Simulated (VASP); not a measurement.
# Ti2Co (Fd-3m) in VASP: notebook

Runs on Ti2Co. Level: PBEsol. Tasks: single point.

Everything below comes from runs of VASP 6.6.1. Logs are shortened: lines on timing, memory, paths and dates and some standing lists are left out, and cuts for length are marked.

### Step 1. The cell of the first run

Symmetry: Fd-3m, No. 227, cubic system. The conventional cell has a = 6.954 Å, b = 6.954 Å, c = 6.954 Å, α = 90.00°, β = 90.00°, γ = 90.00°. Ti (site symmetry -3m) has 6 Ti at 2.46 Å and 6 Co at 2.88 Å within 3.2 Å. Co (site symmetry -43m) has 12 Ti at 2.88 Å and 4 Co at 3.01 Å within 3.8 Å.

### Step 2. Single point, PBEsol

Input file INCAR:

```
SYSTEM = Ti2Co
PREC = Accurate ; ENCUT = 550
EDIFF = 1E-6 ; ISMEAR = 0
SIGMA = 0.1 ; LREAL = .False.
LASPH = .True. ; NELM = 300
ALGO = All ; ISIF = 2
LWAVE = .False. ; LCHARG = .False.
GGA = PS ; NBANDS = 42
GGA_COMPAT = .False. ; ISEARCH = 1
KPAR = 4
```

Input file KPOINTS:

```
Automatic mesh
0
Gamma
  10 10 10
  0 0 0
```

Input file POSCAR:

```
Ti2Co
1.0
    0.0000000000      3.4769866407      3.4769866407
    3.4769866407      0.0000000000      3.4769866407
    3.4769866407      3.4769866407      0.0000000000
Ti Co
4 2
Direct
    0.1250000000      0.1250000000      0.1250000000
    0.6250000000      0.1250000000      0.1250000000
    0.1250000000      0.1250000000      0.6250000000
    0.1250000000      0.6250000000      0.1250000000
    0.5000000000      0.5000000000      0.5000000000
    0.7500000000      0.7500000000      0.7500000000
```

Potentials or basis: VASP PAW PBE potentials, release 64 (Ti_sv, Co).

Run with:

```console
$ cat potpaw_PBE.64/Ti_sv/POTCAR potpaw_PBE.64/Co/POTCAR > POTCAR
$ mpirun -np 4 vasp_std > vasp.out
```

OUTCAR:

```text
SYSTEM = Ti2Co
   PREC = Accurate
   ENCUT = 550
   EDIFF = 1E-6
   ISMEAR = 0
   LREAL = .False.
   LASPH = .True.
   NELM = 300
   ISIF = 2
   GGA = PS

 ion  position               nearest neighbor table
   1  0.125  0.125  0.125-   2 2.46   3 2.46   4 2.46   3 2.46   4 2.46   2 2.46   6 2.88   5 2.88
                             6 2.88   5 2.88   6 2.88   5 2.88
   2  0.625  0.125  0.125-   1 2.46   3 2.46   4 2.46   1 2.46   3 2.46   4 2.46   5 2.88   6 2.88
                             5 2.88   5 2.88   6 2.88   6 2.88
   3  0.125  0.125  0.625-   1 2.46   1 2.46   2 2.46   4 2.46   4 2.46   2 2.46   6 2.88   5 2.88
                             6 2.88   5 2.88   6 2.88   5 2.88
   4  0.125  0.625  0.125-   1 2.46   3 2.46   1 2.46   2 2.46   3 2.46   2 2.46   5 2.88   6 2.88
                             5 2.88   6 2.88   6 2.88   5 2.88
   5  0.500  0.500  0.500-   1 2.88   3 2.88   4 2.88   1 2.88   2 2.88   3 2.88   1 2.88   2 2.88
                             4 2.88   2 2.88   3 2.88   4 2.88   6 3.01   6 3.01   6 3.01   6 3.01
   6  0.750  0.750  0.750-   2 2.88   3 2.88   4 2.88   1 2.88   2 2.88   4 2.88   1 2.88   2 2.88
                             3 2.88   1 2.88   3 2.88   4 2.88   5 3.01   5 3.01   5 3.01   5 3.01

  LATTYP: Found a face centered cubic cell.
 ALAT       =     6.9539732814

  Lattice vectors:

 A1 = (   0.0000000000,   3.4769866407,   3.4769866407)
 A2 = (   3.4769866407,   0.0000000000,   3.4769866407)
 A3 = (   3.4769866407,   3.4769866407,   0.0000000000)

Analysis of symmetry for initial positions (statically):
=====================================================================
 Subroutine PRICEL returns:
 Original cell was already a primitive cell.

 Routine SETGRP: Setting up the symmetry group for a
 face centered cubic supercell.

 Subroutine GETGRP returns: Found 48 space group operations
 (whereof 24 operations were pure point group operations)
 out of a pool of 48 trial point group operations.

The static configuration has the point symmetry T_d .
 The point group associated with its full space group is O_h .

Analysis of symmetry for dynamics (positions and initial velocities):
=====================================================================
 Subroutine PRICEL returns:
 Original cell was already a primitive cell.

 Routine SETGRP: Setting up the symmetry group for a
 face centered cubic supercell.

 Subroutine GETGRP returns: Found 48 space group operations
 (whereof 24 operations were pure point group operations)
 out of a pool of 48 trial point group operations.

The dynamic configuration has the point symmetry T_d .
 The point group associated with its full space group is O_h .

 Subroutine INISYM returns: Found 48 space group operations
 (whereof 24 operations are pure point group operations),
 and found     1 'primitive' translations

----------------------------------------------------------------------------------------

                                     Primitive cell

  volume of cell :      84.0696

  direct lattice vectors                    reciprocal lattice vectors
     0.000000000  3.476986641  3.476986641    -0.143802681  0.143802681  0.143802681
     3.476986641  0.000000000  3.476986641     0.143802681 -0.143802681  0.143802681
     3.476986641  3.476986641  0.000000000     0.143802681  0.143802681 -0.143802681

  length of vectors
     4.917201663  4.917201663  4.917201663     0.249073549  0.249073549  0.249073549

  position of ions in fractional coordinates (direct lattice)
     0.125000000  0.125000000  0.125000000
     0.625000000  0.125000000  0.125000000
     0.125000000  0.125000000  0.625000000
     0.125000000  0.625000000  0.125000000
     0.500000000  0.500000000  0.500000000
     0.750000000  0.750000000  0.750000000

  ion indices of the primitive-cell ions
   primitive index   ion index
                 1           1
                 2           2
                 3           3
                 4           4
                 5           5
                 6           6

----------------------------------------------------------------------------------------

 KPOINTS: Automatic mesh

Automatic generation of k-mesh.
 Grid dimensions read from file:
 generate k-points for:   10   10   10

 Generating k-lattice:

  Cartesian coordinates                     Fractional coordinates (reciprocal lattice)
    -0.014380268  0.014380268  0.014380268     0.100000000  0.000000000  0.000000000
     0.014380268 -0.014380268  0.014380268     0.000000000  0.100000000  0.000000000
     0.014380268  0.014380268 -0.014380268     0.000000000  0.000000000  0.100000000

  Length of vectors
     0.024907355  0.024907355  0.024907355

  Shift w.r.t. Gamma in fractional coordinates (k-lattice)
     0.000000000  0.000000000  0.000000000

 Subroutine IBZKPT returns following result:
 ===========================================

 Found     47 irreducible k-points:

 Following reciprocal coordinates:
            Coordinates               Weight
  0.000000  0.000000  0.000000      1.000000
  0.100000  0.000000  0.000000      8.000000
  0.200000  0.000000  0.000000      8.000000
  0.300000  0.000000  0.000000      8.000000
  0.400000  0.000000  0.000000      8.000000
  0.500000  0.000000  0.000000      4.000000
[... 16 lines left out ...]
  0.300000  0.300000  0.000000      6.000000
  0.400000  0.300000  0.000000     24.000000
 [... further k-points ...]
   k-points           NKPTS =     47   k-points in BZ     NKDIM =     47   number of bands    NBANDS=     42
   number of dos      NEDOS =    301   number of ions     NIONS =      6
   total plane-waves  NPLWV =  64000
   dimension x,y,z NGX =    40 NGY =   40 NGZ =   40
   dimension x,y,z NGXF=    80 NGYF=   80 NGZF=   80
   ions per type =               4   2
   NGX,Y,Z   is equivalent  to a cutoff of  13.52, 13.52, 13.52 a.u.
   NGXF,Y,Z  is equivalent  to a cutoff of  27.05, 27.05, 27.05 a.u.
 SYSTEM =  Ti2Co
   PREC   = accura    normal or accurate (medium, high low for compatibility)
   ISTART =      0    job   : 0-new  1-cont  2-samecut
   ICHARG =      2    charge: 1-file 2-atom 10-const
   ISPIN  =      1    spin polarized calculation?
   LNONCOLLINEAR =      F non collinear calculations
   LSORBIT =      F    spin-orbit coupling
   LASPH  =      T    aspherical Exc in radial PAW
   ENCUT  =  550.0 eV  40.42 Ry    6.36 a.u.   9.40  9.40  9.40*2*pi/ulx,y,z
   NELM   =    300;   NELMIN=  2; NELMDL= -5     # of ELM steps
   EDIFF  = 0.1E-05   stopping-criterion for ELM
   LREAL  =      F    real-space projection
   EDIFFG = 0.1E-04   stopping-criterion for IOM
   NSW    =      0    number of steps for IOM
   IBRION =     -1    ionic relax: 0-MD 1-quasi-New 2-CG
   NFREE  =      0    steps in history (QN), initial steepest desc. (CG)
   ISIF   =      2    stress and relaxation
   ISYM   =      2    0-nonsym 1-usesym 2-fastsym
   POTIM  = 0.5000    time-step for ionic-motion
   TEBEG  =    0.0;   TEEND  =   0.0 temperature during run
   PSTRESS=    0.0 pullay stress
   NELECT =      66.0000    total number of electrons
   NUPDOWN=      -1.0000    fix difference up-down
   EMIN   =  10.00;   EMAX   =-10.00  energy-range for DOS
   EFERMI =   0.00;   METHOD = LEGACY
   ISMEAR =     0;   SIGMA  =   0.10  broadening in eV -4-tet -1-fermi 0-gaus
   EFERMI_NEDOS =   21; number of points for ismear=-14 and -15
   IALGO  =     58    algorithm
   IMIX   =      4    mixing-type and parameters
     AMIX     =   0.40;   BMIX     =  1.00
     AMIX_MAG =   1.60;   BMIX_MAG =  1.00
  volume/ion in A,a.u.               =      14.01        94.55
  Fermi-wavevector in a.u.,A,eV,Ry     =   1.510230  2.853921 31.032099  2.280795
  Thomas-Fermi vector in A             =   2.620447
   LORBIT       =      0    0 simple, 1 ext, 2 COOP (PROOUT), +10 PAW based schemes
   GGA     = PS    functional components
   LHFCALC =     F    Hartree Fock is set to
   AEXX    =    0.0000 exact exchange contribution
   IVDW    =     0    specifies the selected vdW correction
   LEPSILON=     F    determine dielectric tensor
   LRPA    =     F    only Hartree local field effects (RPA)
 non-spin polarized calculation
 Gauss-broadening in eV      SIGMA  =   0.10
  energy-cutoff  :      550.00
  volume of cell :       84.07
 maximum number of plane-waves:      2488
 NGX is ok and might be reduce to    40
   NGX = 19   NGY = 19   NGZ = 19

 number of electron      65.9999979 magnetization

 Free energy of the ion-electron system (eV)
  ---------------------------------------------------
  ext. energy  EPLUGINS =         0.00000000
  ---------------------------------------------------
  free energy    TOTEN  =       -46.19847078 eV

  energy without entropy =      -46.13643445  energy(sigma->0) =      -46.16745261

 E-fermi :   8.8262     XC(G=0): -12.4825

 val. band max:        8.8224180210   @ k =  -0.3000   0.2000   0.0000
 cond. band min:       8.8395575250   @ k =   0.5000   0.2000   0.1000
 fundamental gap:      0.0171395040
 Fermi energy:         8.8261765053

 k-point     1 :       0.0000    0.0000    0.0000
  band No.  band energies     occupation
      1     -47.2853      2.00000
      2     -46.7674      2.00000
      3     -46.7674      2.00000
      4     -46.7674      2.00000
      5     -25.0504      2.00000
      6     -23.9412      2.00000
[... 34 lines left out ...]
     41      12.9867      0.00000
     42      13.0066      0.00000

 k-point     2 :       0.1000    0.0000    0.0000
  band No.  band energies     occupation
      1     -47.2763      2.00000
      2     -46.7774      2.00000
      3     -46.7674      2.00000
      4     -46.7674      2.00000
      5     -25.0147      2.00000
      6     -23.9328      2.00000
[... 34 lines left out ...]
     41      12.5518      0.00000
     42      12.5809      0.00000

 k-point     3 :       0.2000    0.0000    0.0000
  band No.  band energies     occupation
      1     -47.2508      2.00000
      2     -46.8054      2.00000
      3     -46.7676      2.00000
      4     -46.7676      2.00000
      5     -24.9167      2.00000
      6     -23.9028      2.00000
[... 897 lines left out ...]
      4     -46.7682      2.00000
      5     -24.6526      2.00000
      6     -23.9766      2.00000
[... 34 lines left out ...]
     41      11.7570      0.00000
     42      11.9301      0.00000

 k-point    24 :       0.4000    0.3000    0.0000
  band No.  band energies     occupation
      1     -47.1461      2.00000
      2     -46.9168      2.00000
      3     -46.7685      2.00000
      4     -46.7684      2.00000
      5     -24.5225      2.00000
      6     -23.9883      2.00000
[... 34 lines left out ...]
     41      11.5369      0.00000
     42      11.5580      0.00000

 [... further k-points ...]

------------------------ aborting loop because EDIFF is reached ----------------------------------------

  FORCE on cell =-STRESS in cart. coord.  units (eV):
  Direction    XX          YY          ZZ          XY          YZ          ZX
  --------------------------------------------------------------------------------------
  -------------------------------------------------------------------------------------
  Total        0.0333417      0.0333417      0.0333417     -0.0000000     -0.0000000     -0.0000000
  in kB        0.6354176      0.6354176      0.6354176     -0.0000000     -0.0000000     -0.0000000
  external PRESSURE =       0.6354176 kB  Pullay stress =       0.0000000 kB

 VOLUME and BASIS-vectors are now :
 -----------------------------------------------------------------------------
  energy-cutoff  :      550.00
  volume of cell :       84.07
      direct lattice vectors                 reciprocal lattice vectors
     0.000000000  3.476986641  3.476986641    -0.143802681  0.143802681  0.143802681
     3.476986641  0.000000000  3.476986641     0.143802681 -0.143802681  0.143802681
     3.476986641  3.476986641  0.000000000     0.143802681  0.143802681 -0.143802681

 POSITION                                       TOTAL-FORCE (eV/Angst)
 -----------------------------------------------------------------------------------
      0.86925      0.86925      0.86925        -0.000000     -0.000000     -0.000000
      0.86925      2.60774      2.60774        -0.000000     -0.000000     -0.000000
      2.60774      2.60774      0.86925        -0.000000     -0.000000     -0.000000
      2.60774      0.86925      2.60774        -0.000000     -0.000000     -0.000000
      3.47699      3.47699      3.47699         0.000000     -0.000000     -0.000000
      5.21548      5.21548      5.21548        -0.000000      0.000000      0.000000
 -----------------------------------------------------------------------------------
    total drift:                                0.000000     -0.000000      0.000000

  FREE ENERGIE OF THE ION-ELECTRON SYSTEM (eV)
  ---------------------------------------------------
  free  energy   TOTEN  =       -46.1984707753 eV

  energy  without entropy=      -46.1364379481  energy(sigma->0) =      -46.16745436
```

It took 2.2 min on 4 MPI ranks of Intel Xeon Platinum 8488C (Sapphire Rapids), shared host; peak memory 0.47 GiB.

Results:

```
Free energy            : -46.1985 eV
Pressure               : 0.1 GPa
Band gap on the k mesh : zero (bands 33 and 34 overlap by 0.47 eV)
```

Caveat: the PAW data sets were made with another functional, which shifts forces and pressure a little; the run has no spin polarisation, though such a crystal can be magnetic.

### Step 3. Single point, PBEsol, collinear spin, ferromagnetic start

This run uses another cell than the first one, of 12.70 Å³/atom.

Input file INCAR:

```
PREC     = Accurate       # precision mode
ENCUT    = 520            # plane-wave cutoff, eV
EDIFF    = 1E-6           # SCF threshold, eV
ISMEAR   = 0              # smearing method
SIGMA    = 0.1            # smearing width, eV
LREAL    = F              # projectors in reciprocal space
LASPH    = T              # aspherical terms in the spheres
NELM     = 150            # most SCF steps
ALGO     = Fast           # electronic algorithm
ISIF     = 2              # what is computed and relaxed
LWAVE    = F              # write WAVECAR
LCHARG   = F              # write CHGCAR
ISPIN    = 2              # spin polarisation
MAGMOM   = 0 0 0 0 0.59 0.59 # initial moments
LORBIT   = 11             # projections on sites
LMAXMIX  = 4              # l up to which the mixer works
GGA      = PS             # functional
NBANDS   = 46             # bands
KPAR     = 4
```

Input file KPOINTS:

```
Automatic mesh
0
Gamma
  14 14 14
```

Edit POSCAR of step 2 so:

```diff
@@ -2,5 +2,5 @@
 1.0
-    0.0000000000      3.4769866407      3.4769866407
-    3.4769866407      0.0000000000      3.4769866407
-    3.4769866407      3.4769866407      0.0000000000
+    0.0000000000      3.3650000000      3.3650000000
+    3.3650000000      0.0000000000      3.3650000000
+    3.3650000000      3.3650000000      0.0000000000
 Ti Co
```

Potentials or basis: VASP PAW PBE potentials, release 64 (Ti_sv, Co).

Run with:

```console
$ cat potpaw_PBE.64/Ti_sv/POTCAR potpaw_PBE.64/Co/POTCAR > POTCAR
$ mpirun -np 4 vasp_std > vasp.out
```

It took 24 min on 4 MPI ranks of Oxide Virtual Turin-like, shared host; peak memory 0.61 GiB.

Results (log left out):

- Free energy: -45.8533 eV
- Pressure: 16.0 GPa
- Net moment: 1.12 μB per cell
- Site moments: Ti +0.04; Co +0.51 μB
- Valence electrons inside the program's atomic spheres: Ti 10.79; Co 8.12

Levels at points of the mesh, in eV from the Fermi level:
Spin up:
```tsv
k point	band 32	band 33	band 34	band 35	band 36	band 37
(0.00, 0.00, 0.00)	-0.10	-0.10	-0.10	-0.07	-0.07	4.01
(0.50, 0.00, 0.00)	-0.57	-0.12	-0.12	0.97	0.97	1.14
(0.50, 0.50, 0.00)	-0.56	0.33	0.33	0.56	0.56	1.57
```
Spin down:
| k point | band 28 | band 29 | band 30 | band 31 | band 32 | band 33 | band 34 | band 35 | band 36 | band 37 |
| --- | --- | --- | --- | --- | --- | --- | --- | --- | --- | --- |
| (0.00, 0.00, 0.00) | -0.93 | -0.82 | -0.82 | -0.82 | 0.19 | 0.19 | 0.23 | 0.23 | 0.23 | 4.00 |
| (0.50, 0.00, 0.00) | -0.55 | -0.43 | -0.41 | -0.41 | -0.14 | -0.10 | -0.10 | 1.19 | 1.25 | 1.25 |
| (0.50, 0.50, 0.00) | -1.13 | -0.57 | -0.57 | -0.13 | -0.13 | 0.45 | 0.45 | 0.89 | 0.89 | 1.65 |

Caveat: the cell stands under pressure; the PAW data sets were made with another functional, which shifts forces and pressure a little.
